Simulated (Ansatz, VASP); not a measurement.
Two plane-wave programs on MgO

Contents of INCAR:

```
SYSTEM = MgO
PREC = Accurate
ENCUT = 520
EDIFF = 1E-6
ISMEAR = 0
SIGMA = 0.05
LREAL = .False.
LASPH = .True.
NELM = 100
ALGO = Normal
ISIF = 2
LWAVE = .False.
LCHARG = .False.
GGA = PE
NBANDS = 16
```

KPOINTS

```
Automatic mesh
0
Gamma
  6 6 6
  0 0 0
```

File POSCAR:

```
MgO
1.0
    3.4863778627      0.0000000000      0.0000000000
   -1.7431889314      3.0192917963      0.0000000000
    0.0000000000      0.0000000000      4.0526999834
Mg O
2 2
Direct
    0.6666666667      0.3333333333      0.7500000000
    0.3333333333      0.6666666667      0.2500000000
    0.6666666667      0.3333333333      0.2500000000
    0.3333333333      0.6666666667      0.7500000000
```

Input for Ansatz:

```yaml
crystal:
  lattice:
    - [3.4863778627, 0.0, 0.0]
    - [-1.7431889314, 3.0192917963, 0.0]
    - [0.0, 0.0, 4.0526999834]
  atoms:
    - { symbol: Mg, position: [0.6666666667, 0.3333333333, 0.75] }
    - { symbol: Mg, position: [0.3333333333, 0.6666666667, 0.25] }
    - { symbol: O, position: [0.6666666667, 0.3333333333, 0.25] }
    - { symbol: O, position: [0.3333333333, 0.6666666667, 0.75] }
basis:
  ecutwfc: 420
kpoints:
  mp_grid: { grid: [6, 6, 6] }
hamiltonian:
  xc: pbe
scf:
  occupations: { method: gaussian, width: 0.05 }
output:
  forces: true
  stress: true
  eigenvalues: true
```

Change from the starting cell: strain +0.000 along x and y, -0.030 along z, atoms carried along.

Alike in both runs: task single point; functional PBE; k mesh 6 × 6 × 6; occupations gaussian, width 0.05 eV; no spin polarisation.

|  | VASP | Ansatz |
| --- | --- | --- |
| version | VASP 6.6.1 | Ansatz 0.2.0 |
| potentials or method | VASP PAW PBE potentials, release 64 (Mg, O), cutoff 520 eV | scalar-relativistic, plane waves, PAW |
| valence electrons in the cell | 16 | 32 |

```tsv
	VASP	Ansatz	Ansatz less VASP
gap on the k mesh at the Fermi level (eV)	3.62	3.64	+0.017
least direct gap on the mesh (eV)	3.62	3.64	+0.017
pressure (GPa)	9.2	9.7	+0.52
traceless stress, the component that is largest in VASP (GPa)	5.70	5.76	+0.061
```

VASP's potentials hold 16 valence electrons a cell and Ansatz's 32, so a difference there can come from the potentials and not from the codes.
